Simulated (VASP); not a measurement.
# Be2C (Fm-3m) in VASP: relaxation of the atoms with PBE

Aim: the relaxation of the atoms of Be2C with PBE.

All numbers are computed with VASP 6.6.1; they aren't measurements. Logs are shortened: lines on timing, memory, paths and dates and some standing lists are left out, and cuts for length are marked.

**1. The cell of the first run**

It takes space group Fm-3m (No. 225, cubic). The conventional cell has a = 4.330 Å, b = 4.330 Å, c = 4.330 Å, α = 90.00°, β = 90.00°, γ = 90.00°. Be (site symmetry -43m) has 4 C at 1.87 Å and 6 Be at 2.17 Å within 2.5 Å. Within 2.5 Å of C (site symmetry m-3m) lie 8 Be at 1.87 Å.

**2. Relaxation of the atoms, PBE**

File INCAR:

```
SYSTEM = Be2C
  PREC = Accurate
  ENCUT = 520
  EDIFF = 1E-7
  ISMEAR = -1
  SIGMA = 0.02
  LREAL = .False.
  LASPH = .True.
  NELM = 120
  ALGO = Normal
  ISIF = 2
  LWAVE = .False.
  LCHARG = .False.
  GGA = PE
  IBRION = 2
  NSW = 80
  EDIFFG = -0.02
  GGA_COMPAT = .False.
  NELMIN = 4
```

File KPOINTS:

```
Automatic mesh
0
Gamma
  11 11 11
  0 0 0
```

File POSCAR:

```
Be2C
1.0
    0.0000000000      2.1650000000      2.1650000000
    2.1650000000      0.0000000000      2.1650000000
    2.1650000000      2.1650000000      0.0000000000
Be C
2 1
Direct
    0.2500000000      0.2500000000      0.2500000000
    0.7500000000      0.7500000000      0.7500000000
    0.0000000000      0.0000000000      0.0000000000
```

Potentials or basis: VASP PAW PBE potentials, release 64 (Be, C).

On the command line:

```
$ cat potpaw_PBE.64/Be/POTCAR potpaw_PBE.64/C/POTCAR > POTCAR
$ mpirun -np 1 vasp_std > vasp.out
```

OUTCAR:

```text
SYSTEM = Be2C
   PREC = Accurate
   ENCUT = 520
   EDIFF = 1E-7
   ISMEAR = -1
   LREAL = .False.
   LASPH = .True.
   NELM = 120
   ISIF = 2
   GGA = PE
   IBRION = 2
   NSW = 80
   EDIFFG = -0.02
   NELMIN = 4

 ion  position               nearest neighbor table
   1  0.250  0.250  0.250-   3 1.87   3 1.87   3 1.87   3 1.87   2 2.17   2 2.17   2 2.17   2 2.17
                             2 2.17   2 2.17
   2  0.750  0.750  0.750-   3 1.87   3 1.87   3 1.87   3 1.87   1 2.17   1 2.17   1 2.17   1 2.17
                             1 2.17   1 2.17
   3  0.000  0.000  0.000-   2 1.87   2 1.87   2 1.87   1 1.87   2 1.87   1 1.87   1 1.87   1 1.87

  LATTYP: Found a face centered cubic cell.
 ALAT       =     4.3300000000

  Lattice vectors:

 A1 = (   0.0000000000,   2.1650000000,   2.1650000000)
 A2 = (   2.1650000000,   0.0000000000,   2.1650000000)
 A3 = (   2.1650000000,   2.1650000000,   0.0000000000)

Analysis of symmetry for initial positions (statically):
=====================================================================
 Subroutine PRICEL returns:
 Original cell was already a primitive cell.

 Routine SETGRP: Setting up the symmetry group for a
 face centered cubic supercell.

 Subroutine GETGRP returns: Found 48 space group operations
 (whereof 48 operations were pure point group operations)
 out of a pool of 48 trial point group operations.

The static configuration has the point symmetry O_h .

Analysis of symmetry for dynamics (positions and initial velocities):
=====================================================================
 Subroutine PRICEL returns:
 Original cell was already a primitive cell.

 Routine SETGRP: Setting up the symmetry group for a
 face centered cubic supercell.

 Subroutine GETGRP returns: Found 48 space group operations
 (whereof 48 operations were pure point group operations)
 out of a pool of 48 trial point group operations.

The dynamic configuration has the point symmetry O_h .

 Subroutine INISYM returns: Found 48 space group operations
 (whereof 48 operations are pure point group operations),
 and found     1 'primitive' translations

----------------------------------------------------------------------------------------

                                     Primitive cell

  volume of cell :      20.2957

  direct lattice vectors                    reciprocal lattice vectors
     0.000000000  2.165000000  2.165000000    -0.230946882  0.230946882  0.230946882
     2.165000000  0.000000000  2.165000000     0.230946882 -0.230946882  0.230946882
     2.165000000  2.165000000  0.000000000     0.230946882  0.230946882 -0.230946882

  length of vectors
     3.061772363  3.061772363  3.061772363     0.400011734  0.400011734  0.400011734

  position of ions in fractional coordinates (direct lattice)
     0.250000000  0.250000000  0.250000000
     0.750000000  0.750000000  0.750000000
     0.000000000  0.000000000  0.000000000

  ion indices of the primitive-cell ions
   primitive index   ion index
                 1           1
                 2           2
                 3           3

----------------------------------------------------------------------------------------

 KPOINTS: Automatic mesh

Automatic generation of k-mesh.
 Grid dimensions read from file:
 generate k-points for:   11   11   11

 Generating k-lattice:

  Cartesian coordinates                     Fractional coordinates (reciprocal lattice)
    -0.020995171  0.020995171  0.020995171     0.090909091  0.000000000  0.000000000
     0.020995171 -0.020995171  0.020995171     0.000000000  0.090909091  0.000000000
     0.020995171  0.020995171 -0.020995171     0.000000000  0.000000000  0.090909091

  Length of vectors
     0.036364703  0.036364703  0.036364703

  Shift w.r.t. Gamma in fractional coordinates (k-lattice)
     0.000000000  0.000000000  0.000000000

 Subroutine IBZKPT returns following result:
 ===========================================

 Found     56 irreducible k-points:

 Following reciprocal coordinates:
            Coordinates               Weight
  0.000000  0.000000  0.000000      1.000000
  0.090909  0.000000  0.000000      8.000000
  0.181818  0.000000  0.000000      8.000000
  0.272727  0.000000  0.000000      8.000000
  0.363636  0.000000  0.000000      8.000000
  0.454545  0.000000  0.000000      8.000000
[... 16 lines left out ...]
 -0.272727  0.181818  0.000000     24.000000
 -0.181818  0.181818  0.000000     12.000000
 [... further k-points ...]
   k-points           NKPTS =     56   k-points in BZ     NKDIM =     56   number of bands    NBANDS=      8
   number of dos      NEDOS =    301   number of ions     NIONS =      3
   total plane-waves  NPLWV =  13824
   dimension x,y,z NGX =    24 NGY =   24 NGZ =   24
   dimension x,y,z NGXF=    48 NGYF=   48 NGZF=   48
   ions per type =               2   1
   NGX,Y,Z   is equivalent  to a cutoff of  13.03, 13.03, 13.03 a.u.
   NGXF,Y,Z  is equivalent  to a cutoff of  26.06, 26.06, 26.06 a.u.
 SYSTEM =  Be2C
   PREC   = accura    normal or accurate (medium, high low for compatibility)
   ISTART =      0    job   : 0-new  1-cont  2-samecut
   ICHARG =      2    charge: 1-file 2-atom 10-const
   ISPIN  =      1    spin polarized calculation?
   LNONCOLLINEAR =      F non collinear calculations
   LSORBIT =      F    spin-orbit coupling
   LASPH  =      T    aspherical Exc in radial PAW
   ENCUT  =  520.0 eV  38.22 Ry    6.18 a.u.   5.69  5.69  5.69*2*pi/ulx,y,z
   NELM   =    120;   NELMIN=  4; NELMDL= -5     # of ELM steps
   EDIFF  = 0.1E-06   stopping-criterion for ELM
   LREAL  =      F    real-space projection
   EDIFFG = -.2E-01   stopping-criterion for IOM
   NSW    =     80    number of steps for IOM
   IBRION =      2    ionic relax: 0-MD 1-quasi-New 2-CG
   NFREE  =      1    steps in history (QN), initial steepest desc. (CG)
   ISIF   =      2    stress and relaxation
   ISYM   =      2    0-nonsym 1-usesym 2-fastsym
   POTIM  = 0.5000    time-step for ionic-motion
   TEBEG  =    0.0;   TEEND  =   0.0 temperature during run
   PSTRESS=    0.0 pullay stress
   NELECT =       8.0000    total number of electrons
   NUPDOWN=      -1.0000    fix difference up-down
   EMIN   =  10.00;   EMAX   =-10.00  energy-range for DOS
   EFERMI =   0.00;   METHOD = LEGACY
   ISMEAR =    -1;   SIGMA  =   0.02  broadening in eV -4-tet -1-fermi 0-gaus
   EFERMI_NEDOS =   21; number of points for ismear=-14 and -15
   IALGO  =     38    algorithm
   IMIX   =      4    mixing-type and parameters
     AMIX     =   0.40;   BMIX     =  1.00
     AMIX_MAG =   1.60;   BMIX_MAG =  1.00
  volume/ion in A,a.u.               =       6.77        45.65
  Fermi-wavevector in a.u.,A,eV,Ry     =   1.200338  2.268310 19.603432  1.440812
  Thomas-Fermi vector in A             =   2.336177
   LORBIT       =      0    0 simple, 1 ext, 2 COOP (PROOUT), +10 PAW based schemes
   GGA     = PE    functional components
   LHFCALC =     F    Hartree Fock is set to
   AEXX    =    0.0000 exact exchange contribution
   IVDW    =     0    specifies the selected vdW correction
   LEPSILON=     F    determine dielectric tensor
   LRPA    =     F    only Hartree local field effects (RPA)
 conjugate gradient relaxation of ions
 non-spin polarized calculation
  energy-cutoff  :      520.00
  volume of cell :       20.30
 maximum number of plane-waves:       560
   NGX = 11   NGY = 11   NGZ = 11

 number of electron       8.0000000 magnetization

 Free energy of the ion-electron system (eV)
  ---------------------------------------------------
  ext. energy  EPLUGINS =         0.00000000
  ---------------------------------------------------
  free energy    TOTEN  =       -17.45579569 eV

  energy without entropy =      -17.45579569  energy(sigma->0) =      -17.45579569

 E-fermi :   8.1532     XC(G=0): -11.4364

 val. band max:        7.7239246077   @ k =   0.0000   0.0000   0.0000
 cond. band min:       8.9770167250   @ k =   0.4545   0.4545   0.0000
 fundamental gap:      1.2530921173
 Fermi energy:         8.1532152680

 k-point     1 :       0.0000    0.0000    0.0000
  band No.  band energies     occupation
      1      -7.3118      2.00000
      2       7.7239      2.00000
      3       7.7239      2.00000
      4       7.7239      2.00000
      5      11.8505      0.00000
      6      11.8505      0.00000
      7      11.8505      0.00000
      8      14.4685      0.00000

 k-point     2 :       0.0909    0.0000    0.0000
  band No.  band energies     occupation
      1      -7.1799      2.00000
      2       6.5921      2.00000
      3       7.4667      2.00000
      4       7.4667      2.00000
      5      12.2259      0.00000
      6      12.2259      0.00000
      7      12.5736      0.00000
      8      14.7843      0.00000

 k-point     3 :       0.1818    0.0000    0.0000
  band No.  band energies     occupation
      1      -6.7882      2.00000
      2       4.5051      2.00000
      3       6.9421      2.00000
      4       6.9421      2.00000
      5      12.9262      0.00000
      6      12.9262      0.00000
      7      13.4434      0.00000
      8      15.6480      0.00000

 k-point     4 :       0.2727    0.0000    0.0000
  band No.  band energies     occupation
      1      -6.1545      2.00000
      2       2.3794      2.00000
      3       6.4461      2.00000
      4       6.4461      2.00000
      5      13.2148      0.00000
      6      13.2148      0.00000
      7      14.0191      0.00000
      8      16.5426      0.00000

 k-point     5 :       0.3636    0.0000    0.0000
  band No.  band energies     occupation
      1      -5.3397      2.00000
      2       0.5069      2.00000
      3       6.0946      2.00000
      4       6.0946      2.00000
      5      13.0015      0.00000
      6      13.0015      0.00000
      7      14.4459      0.00000
      8      17.1679      0.00000

 k-point     6 :       0.4545    0.0000    0.0000
  band No.  band energies     occupation
      1      -4.5856      2.00000
      2      -0.7905      2.00000
      3       5.9173      2.00000
      4       5.9173      2.00000
      5      12.7629      0.00000
      6      12.7629      0.00000
      7      14.6924      0.00000
      8      17.4951      0.00000

 k-point     7 :       0.0909    0.0909    0.0000
  band No.  band energies     occupation
      1      -7.1362      2.00000
      2       6.9235      2.00000
      3       6.9235      2.00000
      4       7.1418      2.00000
      5      11.9695      0.00000
      6      12.8217      0.00000
      7      12.8217      0.00000
      8      14.6773      0.00000
[... 133 lines left out ...]
 k-point    20 :       0.4545    0.1818    0.0000
  band No.  band energies     occupation
      1      -4.6799      2.00000
      2       0.3930      2.00000
      3       4.5353      2.00000
      4       4.6345      2.00000
      5      11.9953      0.00000
      6      15.3128      0.00000
      7      16.1122      0.00000
      8      16.3973      0.00000

 k-point    21 :      -0.4545    0.1818    0.0000
  band No.  band energies     occupation
      1      -4.1342      2.00000
      2      -0.4888      2.00000
      3       4.0188      2.00000
      4       4.8753      2.00000
      5      12.1915      0.00000
      6      14.9241      0.00000
      7      16.3485      0.00000
      8      18.0876      0.00000

 k-point    22 :      -0.3636    0.1818    0.0000
  band No.  band energies     occupation
      1      -4.4335      2.00000
      2      -0.0401      2.00000
      3       3.7187      2.00000
      4       5.3605      2.00000
      5      12.6202      0.00000
      6      14.6845      0.00000
      7      16.1417      0.00000
      8      18.3832      0.00000

 k-point    23 :      -0.2727    0.1818    0.0000
  band No.  band energies     occupation
      1      -5.2100      2.00000
      2       1.3238      2.00000
      3       3.7209      2.00000
      4       6.0204      2.00000
      5      13.1833      0.00000
      6      14.5253      0.00000
      7      15.7553      0.00000
      8      17.1910      0.00000

 k-point    24 :      -0.1818    0.1818    0.0000
  band No.  band energies     occupation
      1      -5.9478      2.00000
      2       2.8252      2.00000
      3       4.2385      2.00000
      4       6.7088      2.00000
      5      13.6368      0.00000
      6      13.8539      0.00000
      7      15.3886      0.00000
      8      15.7806      0.00000

 [... further k-points ...]

------------------------ aborting loop because EDIFF is reached ----------------------------------------

  FORCE on cell =-STRESS in cart. coord.  units (eV):
  Direction    XX          YY          ZZ          XY          YZ          ZX
  --------------------------------------------------------------------------------------
  -------------------------------------------------------------------------------------
  Total        0.0219439      0.0219439      0.0219439     -0.0000000      0.0000000      0.0000000
  in kB        1.7322870      1.7322870      1.7322870     -0.0000000      0.0000000      0.0000000
  external PRESSURE =       1.7322870 kB  Pullay stress =       0.0000000 kB

 VOLUME and BASIS-vectors are now :
 -----------------------------------------------------------------------------
  energy-cutoff  :      520.00
  volume of cell :       20.30
      direct lattice vectors                 reciprocal lattice vectors
     0.000000000  2.165000000  2.165000000    -0.230946882  0.230946882  0.230946882
     2.165000000  0.000000000  2.165000000     0.230946882 -0.230946882  0.230946882
     2.165000000  2.165000000  0.000000000     0.230946882  0.230946882 -0.230946882

 POSITION                                       TOTAL-FORCE (eV/Angst)
 -----------------------------------------------------------------------------------
      1.08250      1.08250      1.08250         0.000000      0.000000      0.000000
      3.24750      3.24750      3.24750        -0.000000     -0.000000     -0.000000
      0.00000      0.00000      0.00000         0.000000     -0.000000      0.000000
 -----------------------------------------------------------------------------------
    total drift:                               -0.000000      0.000000      0.000000

  FREE ENERGIE OF THE ION-ELECTRON SYSTEM (eV)
  ---------------------------------------------------
  free  energy   TOTEN  =       -17.4557956894 eV

  energy  without entropy=      -17.4557956894  energy(sigma->0) =      -17.45579569

 reached required accuracy - stopping structural energy minimisation
```

Run time: 8.5 s. Hardware: 1 thread of Intel Xeon Platinum 8488C (Sapphire Rapids), shared host; peak memory 0.13 GiB.

What came out:

- Free energy: -17.4558 eV
- Pressure after relaxing: 0.2 GPa
- Band gap on the k mesh: 1.25 eV, indirect (least direct gap 4.13 eV)

Final structure:
```
Be C
1.0
     0.00000    2.16500    2.16500
     2.16500    0.00000    2.16500
     2.16500    2.16500    0.00000
Be C
2 1
Direct
  0.25000 0.25000 0.25000
  0.75000 0.75000 0.75000
  0.00000 0.00000 0.00000
```

Levels at points of the mesh, in eV from the valence-band top:
```csv
k point,band 1,band 2,band 3,band 4,band 5,band 6,band 7,band 8
"(0.00, 0.00, 0.00)",-15.04,0.00,0.00,0.00,4.13,4.13,4.13,6.74
```

Caveat: the relaxation stopped at its first step, so nothing moved.
